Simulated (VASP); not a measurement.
# TaAl2ZnN4 (P4/mmm) in VASP: further runs

The runs below take TaAl2ZnN4 through relaxation of cell and atoms, single point, with PBE.

All numbers are computed with VASP 6.6.1; they aren't measurements. Logs are shortened: lines on timing, memory, paths and dates and some standing lists are left out, and cuts for length are marked.

## Step 1: The cell of the first run

Symmetry: P4/mmm, No. 123, tetragonal system. The conventional cell has a = 4.062 Å, b = 4.062 Å, c = 5.153 Å, α = 90.00°, β = 90.00°, γ = 90.00°. Ta (site symmetry 4/mmm) has 8 N at 2.40 Å and 2 Zn at 2.58 Å and 8 Al at 3.15 Å within 3.2 Å. Within 2.7 Å of Al (site symmetry 4mm) lie 4 N at 2.03 Å and 2 Al at 2.58 Å. Zn (site symmetry 4/mmm) has 8 N at 2.40 Å and 2 Ta at 2.58 Å and 8 Al at 3.15 Å within 3.2 Å. Within 2.7 Å of N (site symmetry 2mm) lie 2 Al at 2.03 Å and 2 Zn at 2.40 Å and 2 Ta at 2.40 Å and 2 N at 2.58 Å.

## Step 2: Relaxation of cell and atoms, PBE

The input, INCAR:

```
ALGO = Normal
EDIFF = 1E-6
EDIFFG = -0.04
ENCUT = 600
GGA = PE
IBRION = 2
ISIF = 3
ISMEAR = 0
LASPH = True
LCHARG = False
LREAL = False
LWAVE = False
NELM = 60
NSW = 90
PREC = Accurate
SIGMA = 0.1
```

The input, KPOINTS:

```
k-points
0
Gamma
  4 4 4
```

The input, POSCAR:

```
TaAl2ZnN4
1.0
    4.0615612000      0.0000000000      0.0000000000
    0.0000000000      4.0615612000      0.0000000000
    0.0000000000      0.0000000000      5.1534589500
Ta Al Zn N
1 2 1 4
Direct
    0.5000000000      0.5000000000      0.0000000000
    0.0000000000      0.0000000000      0.7500000000
    0.0000000000      0.0000000000      0.2500000000
    0.5000000000      0.5000000000      0.5000000000
    0.5000000000      0.0000000000      0.7500000000
    0.0000000000      0.5000000000      0.7500000000
    0.5000000000      0.0000000000      0.2500000000
    0.0000000000      0.5000000000      0.2500000000
```

Potentials or basis: VASP PAW PBE potentials, release 64 (Ta_pv, Al, Zn, N).

Run with:

```console
$ cat potpaw_PBE.64/Ta_pv/POTCAR potpaw_PBE.64/Al/POTCAR potpaw_PBE.64/Zn/POTCAR potpaw_PBE.64/N/POTCAR > POTCAR
$ mpirun -np 1 vasp_std > vasp.out
```

OUTCAR:

```text
EDIFF = 1E-6
   EDIFFG = -0.04
   ENCUT = 600
   GGA = PE
   IBRION = 2
   ISIF = 3
   ISMEAR = 0
   LASPH = True
   LREAL = False
   NELM = 60
   NSW = 90
   PREC = Accurate

 ion  position               nearest neighbor table
   1  0.500  0.500  0.000-   5 2.40   6 2.40   7 2.40   8 2.40   5 2.40   7 2.40   6 2.40   8 2.40
                             4 2.58   4 2.58   2 3.15   3 3.15   2 3.15   3 3.15   2 3.15   3 3.15
   2  0.000  0.000  0.750-   5 2.03   6 2.03   6 2.03   5 2.03   3 2.58   3 2.58   1 3.15   4 3.15
                             4 3.15   1 3.15   4 3.15   1 3.15   1 3.15   4 3.15
   3  0.000  0.000  0.250-   7 2.03   8 2.03   8 2.03   7 2.03   2 2.58   2 2.58   1 3.15   4 3.15
                             4 3.15   1 3.15   4 3.15   1 3.15   1 3.15   4 3.15
   4  0.500  0.500  0.500-   5 2.40   6 2.40   7 2.40   8 2.40   5 2.40   7 2.40   6 2.40   8 2.40
                             1 2.58   1 2.58   3 3.15   2 3.15   2 3.15   3 3.15   2 3.15   3 3.15
   5  0.500  0.000  0.750-   2 2.03   2 2.03   4 2.40   1 2.40   4 2.40   1 2.40
   6  0.000  0.500  0.750-   2 2.03   2 2.03   4 2.40   1 2.40   1 2.40   4 2.40
   7  0.500  0.000  0.250-   3 2.03   3 2.03   4 2.40   1 2.40   4 2.40   1 2.40
   8  0.000  0.500  0.250-   3 2.03   3 2.03   4 2.40   1 2.40   1 2.40   4 2.40

  LATTYP: Found a simple tetragonal cell.
 ALAT       =     4.0615612000
 C/A-ratio  =     1.2688369561

  Lattice vectors:

 A1 = (   4.0615612000,   0.0000000000,   0.0000000000)
 A2 = (   0.0000000000,   4.0615612000,   0.0000000000)
 A3 = (   0.0000000000,   0.0000000000,   5.1534589500)

Analysis of symmetry for initial positions (statically):
=====================================================================
 Subroutine PRICEL returns:
 Original cell was already a primitive cell.

 Routine SETGRP: Setting up the symmetry group for a
 simple tetragonal supercell.

 Subroutine GETGRP returns: Found 16 space group operations
 (whereof 16 operations were pure point group operations)
 out of a pool of 16 trial point group operations.

The static configuration has the point symmetry D_4h.

Analysis of symmetry for dynamics (positions and initial velocities):
=====================================================================
 Subroutine PRICEL returns:
 Original cell was already a primitive cell.

 Routine SETGRP: Setting up the symmetry group for a
 simple tetragonal supercell.

 Subroutine GETGRP returns: Found 16 space group operations
 (whereof 16 operations were pure point group operations)
 out of a pool of 16 trial point group operations.

The dynamic configuration has the point symmetry D_4h.

 Subroutine INISYM returns: Found 16 space group operations
 (whereof 16 operations are pure point group operations),
 and found     1 'primitive' translations

----------------------------------------------------------------------------------------

                                     Primitive cell

  volume of cell :      85.0129

  direct lattice vectors                    reciprocal lattice vectors
     4.061561200  0.000000000  0.000000000     0.246210743  0.000000000  0.000000000
     0.000000000  4.061561200  0.000000000     0.000000000  0.246210743  0.000000000
     0.000000000  0.000000000  5.153458950     0.000000000  0.000000000  0.194044429

  length of vectors
     4.061561200  4.061561200  5.153458950     0.246210743  0.246210743  0.194044429

  position of ions in fractional coordinates (direct lattice)
     0.500000000  0.500000000  0.000000000
     0.000000000  0.000000000  0.750000000
     0.000000000  0.000000000  0.250000000
     0.500000000  0.500000000  0.500000000
     0.500000000  0.000000000  0.750000000
     0.000000000  0.500000000  0.750000000
     0.500000000  0.000000000  0.250000000
     0.000000000  0.500000000  0.250000000

  ion indices of the primitive-cell ions
   primitive index   ion index
                 1           1
                 2           2
                 3           3
                 4           4
                 5           5
                 6           6
                 7           7
                 8           8

----------------------------------------------------------------------------------------

 KPOINTS: k-points

Automatic generation of k-mesh.
 Grid dimensions read from file:
 generate k-points for:    4    4    4

 Generating k-lattice:

  Cartesian coordinates                     Fractional coordinates (reciprocal lattice)
     0.061552686  0.000000000  0.000000000     0.250000000  0.000000000  0.000000000
     0.000000000  0.061552686  0.000000000     0.000000000  0.250000000  0.000000000
     0.000000000  0.000000000  0.048511107     0.000000000  0.000000000  0.250000000

  Length of vectors
     0.061552686  0.061552686  0.048511107

  Shift w.r.t. Gamma in fractional coordinates (k-lattice)
     0.000000000  0.000000000  0.000000000

 Subroutine IBZKPT returns following result:
 ===========================================

 Found     18 irreducible k-points:

 Following reciprocal coordinates:
            Coordinates               Weight
  0.000000  0.000000  0.000000      1.000000
  0.250000  0.000000  0.000000      4.000000
  0.500000  0.000000  0.000000      2.000000
  0.250000  0.250000  0.000000      4.000000
  0.500000  0.250000  0.000000      4.000000
  0.500000  0.500000  0.000000      1.000000
[... 10 lines left out ...]
  0.500000  0.250000  0.500000      4.000000
  0.500000  0.500000  0.500000      1.000000
   k-points           NKPTS =     18   k-points in BZ     NKDIM =     18   number of bands    NBANDS=     29
   number of dos      NEDOS =    301   number of ions     NIONS =      8
   total plane-waves  NPLWV =  43008
   dimension x,y,z NGX =    32 NGY =   32 NGZ =   42
   dimension x,y,z NGXF=    64 NGYF=   64 NGZF=   84
   ions per type =               1   2   1   4
   NGX,Y,Z   is equivalent  to a cutoff of  13.10, 13.10, 13.55 a.u.
   NGXF,Y,Z  is equivalent  to a cutoff of  26.20, 26.20, 27.10 a.u.
 SYSTEM =  unknown system
   PREC   = accura    normal or accurate (medium, high low for compatibility)
   ISTART =      0    job   : 0-new  1-cont  2-samecut
   ICHARG =      2    charge: 1-file 2-atom 10-const
   ISPIN  =      1    spin polarized calculation?
   LNONCOLLINEAR =      F non collinear calculations
   LSORBIT =      F    spin-orbit coupling
   LASPH  =      T    aspherical Exc in radial PAW
   ENCUT  =  600.0 eV  44.10 Ry    6.64 a.u.   8.11  8.11 10.29*2*pi/ulx,y,z
   NELM   =     60;   NELMIN=  2; NELMDL= -5     # of ELM steps
   EDIFF  = 0.1E-05   stopping-criterion for ELM
   LREAL  =      F    real-space projection
   EDIFFG = -.4E-01   stopping-criterion for IOM
   NSW    =     90    number of steps for IOM
   IBRION =      2    ionic relax: 0-MD 1-quasi-New 2-CG
   NFREE  =      1    steps in history (QN), initial steepest desc. (CG)
   ISIF   =      3    stress and relaxation
   ISYM   =      2    0-nonsym 1-usesym 2-fastsym
   POTIM  = 0.5000    time-step for ionic-motion
   TEBEG  =    0.0;   TEEND  =   0.0 temperature during run
   PSTRESS=    0.0 pullay stress
   NELECT =      49.0000    total number of electrons
   NUPDOWN=      -1.0000    fix difference up-down
   EMIN   =  10.00;   EMAX   =-10.00  energy-range for DOS
   EFERMI =   0.00;   METHOD = LEGACY
   ISMEAR =     0;   SIGMA  =   0.10  broadening in eV -4-tet -1-fermi 0-gaus
   EFERMI_NEDOS =   21; number of points for ismear=-14 and -15
   IALGO  =     38    algorithm
   IMIX   =      4    mixing-type and parameters
     AMIX     =   0.40;   BMIX     =  1.00
     AMIX_MAG =   1.60;   BMIX_MAG =  1.00
  volume/ion in A,a.u.               =      10.63        71.71
  Fermi-wavevector in a.u.,A,eV,Ry     =   1.362423  2.574606 25.255080  1.856196
  Thomas-Fermi vector in A             =   2.488914
   LORBIT       =      0    0 simple, 1 ext, 2 COOP (PROOUT), +10 PAW based schemes
   GGA     = PE    functional components
   LHFCALC =     F    Hartree Fock is set to
   AEXX    =    0.0000 exact exchange contribution
   IVDW    =     0    specifies the selected vdW correction
   LEPSILON=     F    determine dielectric tensor
   LRPA    =     F    only Hartree local field effects (RPA)
 conjugate gradient relaxation of ions
 non-spin polarized calculation
 Gauss-broadening in eV      SIGMA  =   0.10
  energy-cutoff  :      600.00
  volume of cell :       85.01
 maximum number of plane-waves:      2884
   NGX = 17   NGY = 17   NGZ = 21

--------------------------------------- Ionic step        1  -------------------------------------------

 number of electron      49.0000006 magnetization

 Free energy of the ion-electron system (eV)
  ---------------------------------------------------
  ext. energy  EPLUGINS =         0.00000000
  ---------------------------------------------------
  free energy    TOTEN  =       -51.94682290 eV

  energy without entropy =      -51.92451954  energy(sigma->0) =      -51.93567122

------------------------ aborting loop because EDIFF is reached ----------------------------------------

  FORCE on cell =-STRESS in cart. coord.  units (eV):
  Direction    XX          YY          ZZ          XY          YZ          ZX
  --------------------------------------------------------------------------------------
  -------------------------------------------------------------------------------------
  Total      -16.2776018    -16.2776018     18.8205556      0.0000000      0.0000000     -0.0000000
  in kB     -306.7723245   -306.7723245    354.6975572      0.0000000      0.0000000     -0.0000000
  external PRESSURE =     -86.2823640 kB  Pullay stress =       0.0000000 kB
[... 107 lines left out ...]
  FREE ENERGIE OF THE ION-ELECTRON SYSTEM (eV)
  ---------------------------------------------------
  free  energy   TOTEN  =       -55.0859494859 eV

  energy  without entropy=      -55.0830638386  energy(sigma->0) =      -55.08450666

[... ionic steps 4 to 10 ...]

--------------------------------------- Ionic step       11  -------------------------------------------

 number of electron      49.0000023 magnetization

------------------------ aborting loop because EDIFF is reached ----------------------------------------

  FORCE on cell =-STRESS in cart. coord.  units (eV):
  Direction    XX          YY          ZZ          XY          YZ          ZX
  --------------------------------------------------------------------------------------
  -------------------------------------------------------------------------------------
  Total       -0.1269549     -0.1269549     -0.2540217      0.0000000      0.0000000      0.0000000
  in kB       -2.3865699     -2.3865699     -4.7752416      0.0000000      0.0000000      0.0000000
  external PRESSURE =      -3.1827938 kB  Pullay stress =       0.0000000 kB
[... 69 lines left out ...]
  energy  without entropy=      -55.5685264435  energy(sigma->0) =      -55.57167256

--------------------------------------- Ionic step       13  -------------------------------------------

 number of electron      49.0000025 magnetization

 Free energy of the ion-electron system (eV)
  ---------------------------------------------------
  ext. energy  EPLUGINS =         0.00000000
  ---------------------------------------------------
  free energy    TOTEN  =       -55.57507406 eV

  energy without entropy =      -55.56905598  energy(sigma->0) =      -55.57206502

 E-fermi :   7.1710     XC(G=0): -11.8990

 val. band max:        7.1669695210   @ k =   0.5000   0.0000   0.0000
 cond. band min:       7.3309542210   @ k =   0.5000   0.5000   0.2500
 fundamental gap:      0.1639847000
 Fermi energy:         7.1710229036

 k-point     1 :       0.0000    0.0000    0.0000
  band No.  band energies     occupation
      1     -28.8243      2.00000
      2     -28.7044      2.00000
      3     -28.7044      2.00000
      4      -9.9419      2.00000
      5      -8.3581      2.00000
      6      -6.6567      2.00000
[... 600 lines left out ...]
  FREE ENERGIE OF THE ION-ELECTRON SYSTEM (eV)
  ---------------------------------------------------
  free  energy   TOTEN  =       -55.5750740628 eV

  energy  without entropy=      -55.5690559815  energy(sigma->0) =      -55.57206502

 reached required accuracy - stopping structural energy minimisation
```

Wall time 3.9 min (1 thread of Intel Xeon Platinum 8488C (Sapphire Rapids), shared host); peak memory 0.25 GiB.

Results:

- Free energy: -55.5751 eV
- Relaxed volume: 10.62 Å³/atom
- Relaxed cell: a = 3.743 Å, b = 3.743 Å, c = 6.067 Å, α = 90.00°, β = 90.00°, γ = 90.00°
- Space group after relaxing (to 0.1 Å): P4/mmm (No. 123)
- Energy gained by relaxing: 453.5 meV/atom
- Ionic steps: 13
- Pressure after relaxing: 0.1 GPa
- Largest force after relaxing: 0.020 eV/Å
- Band gap on the k mesh: zero (an odd number of electrons rules out a gap without spin polarisation)

Forces on the atoms (eV/Å):
```
Ta   0.000  0.000  0.000
Al   0.000  0.000 -0.020
Al   0.000  0.000  0.020
Zn   0.000  0.000  0.000
N    0.000  0.000 -0.007
N    0.000  0.000 -0.007
N    0.000  0.000  0.007
N    0.000  0.000  0.007
```

Step by step:
```tsv
step	energy change (eV)	largest force (eV/Å)	pressure (GPa)	volume (Å³)
1	0.0000	1.0608	-8.63	85.01
2	-3.0694	0.5959	18.94	76.99
3	-3.1391	0.6012	14.34	77.80
4	-3.4285	0.7424	-5.60	86.50
5	-3.4717	0.6918	-0.95	84.01
6	-3.5506	0.4390	-1.03	84.24
7	-3.5935	0.2502	-0.86	84.64
8	-3.6116	0.2415	3.12	83.99
9	-3.6158	0.2555	1.88	84.19
10	-3.6236	0.0539	-1.42	85.78
11	-3.6267	0.1072	-0.32	85.23
12	-3.6280	0.0529	-0.02	85.08
13	-3.6283	0.0196	0.14	84.99
```

Final structure:
```cif
data_structure
_symmetry_space_group_name_H-M 'P 1'
_symmetry_Int_Tables_number 1
_cell_length_a 3.7428
_cell_length_b 3.7428
_cell_length_c 6.0669
_cell_angle_alpha 90.000
_cell_angle_beta 90.000
_cell_angle_gamma 90.000
_cell_volume 84.99
loop_
_atom_site_label
_atom_site_type_symbol
_atom_site_fract_x
_atom_site_fract_y
_atom_site_fract_z
_atom_site_occupancy
Ta1 Ta 0.50000 0.50000 0.00000 1
Al1 Al 0.00000 0.00000 0.73266 1
Al2 Al 0.00000 0.00000 0.26734 1
Zn1 Zn 0.50000 0.50000 0.50000 1
N1 N 0.50000 0.00000 0.78461 1
N2 N 0.00000 0.50000 0.78461 1
N3 N 0.50000 0.00000 0.21539 1
N4 N 0.00000 0.50000 0.21539 1
```

Caveat: the k points lie up to 0.42 Å⁻¹ apart in the final cell, too coarse for converged energies and pressures of a metal; a cell axis changed by over 15 % at a fixed basis, so the end point is rough; spin-orbit coupling is left out, which moves the levels of the heavy elements.

(Continued in part 2 of 2.)
